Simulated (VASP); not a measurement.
A run of VASP 6.6.1 is set up as follows.

The input POSCAR:

```
Zn3Cd9SnBi2Sb
1.0
    6.3439054832      0.5880541615     -0.5410775879
    0.5880541615      7.1517100746     -0.8640706563
   -0.5410775879     -0.8640706563      8.8252310795
Zn Cd Sn Sb Bi
3 9 1 1 2
Direct
   -0.0561783296      0.4088540859      0.0675704245
    0.2798544557      0.2627544302      0.2440709265
    0.2862125707      0.1718938975      0.5114505834
    0.0430857863      1.0093589496     -0.0293229777
    0.5580068074      0.9522615933     -0.0466267129
    0.0104316534     -0.0582794569      0.5580009105
    0.8684952519      0.2023232939      0.2829392950
    0.0326855878      0.5311246424      0.4946985303
    0.0959314993      0.3346460649      0.7770979792
    0.6891463637      0.2027162456      0.7572826120
    0.2836791167      0.6776734460      0.7892899570
    0.5698191509      0.8310384287      0.5975159191
    0.9048482777      0.7866025284      0.2061185398
    0.5846464631      0.4173125532      0.5104150335
    0.4786748214      0.4013921977      1.0411028117
    0.3980078484      0.8573559852      0.2505753696
```

Contents of INCAR.step1:

```
  PREC = Accurate
  ENCUT = 520
  ISMEAR = 0
  SIGMA = 0.1
  LREAL = Auto
  LASPH = T
  NELM = 60
  ISYM = 0
  NBANDS = 110
  GGA = PE
  ALGO = Normal
  EDIFF = 1E-4
  LWAVE = T
  LCHARG = F
```

Contents of INCAR.step2:

```
  PREC = Accurate
  ENCUT = 520
  EDIFF = 1E-6
  ISMEAR = 0
  SIGMA = 0.1
  LREAL = Auto
  LASPH = T
  NELM = 60
  ALGO = Normal
  ISIF = 2
  LWAVE = F
  LCHARG = T
  METAGGA = R2SCAN
  LMIXTAU = T
  LELF = T
  LVHAR = T
  ISYM = 0
  NBANDS = 110
  ISTART = 1
```

Contents of KPOINTS:

```
Automatic mesh
0
Gamma
  2 2 2
  0.5 0.5 0.5
```

Potentials or basis: VASP PAW PBE potentials, release 64 (Zn, Cd, Sn_d, Sb, Bi_d).

Command:

```console
$ cat potpaw_PBE.64/Zn/POTCAR potpaw_PBE.64/Cd/POTCAR potpaw_PBE.64/Sn_d/POTCAR potpaw_PBE.64/Sb/POTCAR potpaw_PBE.64/Bi_d/POTCAR > POTCAR
$ cp INCAR.step1 INCAR
$ mpirun -np 1 vasp_std > vasp.out
$ cp INCAR.step2 INCAR
$ mpirun -np 1 vasp_std > vasp.out
```

Q: Predict the pressure.

A: 0.2 GPa.

Q: Predict the band gap on the k mesh.

A: Zero (an odd number of electrons rules out a gap without spin polarisation).

Forces in eV/Å, atoms in the order of the input:
```
Zn   0.012  0.018 -0.008
Zn  -0.004 -0.012  0.025
Zn   0.024  0.019 -0.009
Cd   0.009 -0.007  0.002
Cd   0.007  0.007  0.001
Cd  -0.004 -0.006 -0.004
Cd  -0.004 -0.005 -0.010
Cd  -0.007  0.012 -0.012
Cd  -0.003  0.007  0.009
Cd  -0.007  0.009  0.007
Cd   0.005 -0.007 -0.001
Cd   0.001 -0.012 -0.003
Sn  -0.006 -0.012  0.005
Sb  -0.001  0.003  0.011
Bi  -0.015  0.016 -0.002
Bi  -0.007 -0.029 -0.011
```

Caveat: the k points lie up to 0.50 Å⁻¹ apart, too coarse for converged energies and pressures of a metal; the PAW data sets were made with another functional, which shifts forces and pressure a little; spin-orbit coupling is left out, which moves the levels of the heavy elements.
